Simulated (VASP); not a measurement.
KI:

```
K I
1.0
     0.00000    3.54457    3.54457
     3.54457    0.00000    3.54457
     3.54457    3.54457    0.00000
K I
1 1
Direct
  0.00000 0.00000 0.00000
  0.50000 0.50000 0.50000
```

Program: VASP 6.6.1. Alike in all runs: task single point; potentials or basis VASP PAW PBE potentials, release 64 (K_sv, I); no spin polarisation; cell as given; k mesh 4 × 4 × 4; cutoff (eV) 520; smearing gaussian 0.01 eV.

**Question.** Order these runs on this cell by their band gap on the k mesh, lowest first.
A. level HSE06; grid for exact exchange (PRECFOCK) Normal; share of exact exchange 0.25; screening parameter 0.2079 1/Å
B. level PBEsol
C. level PBE-based screened hybrid with 40 % exact exchange; grid for exact exchange (PRECFOCK) Normal; share of exact exchange 0.4; screening parameter 0.3 1/Å
D. level r2SCAN

**Answer.** B (3.79 eV), D (4.58 eV), A (4.93 eV), C (5.20 eV).

Caveats: spin-orbit coupling is left out, which moves the levels of the heavy elements.
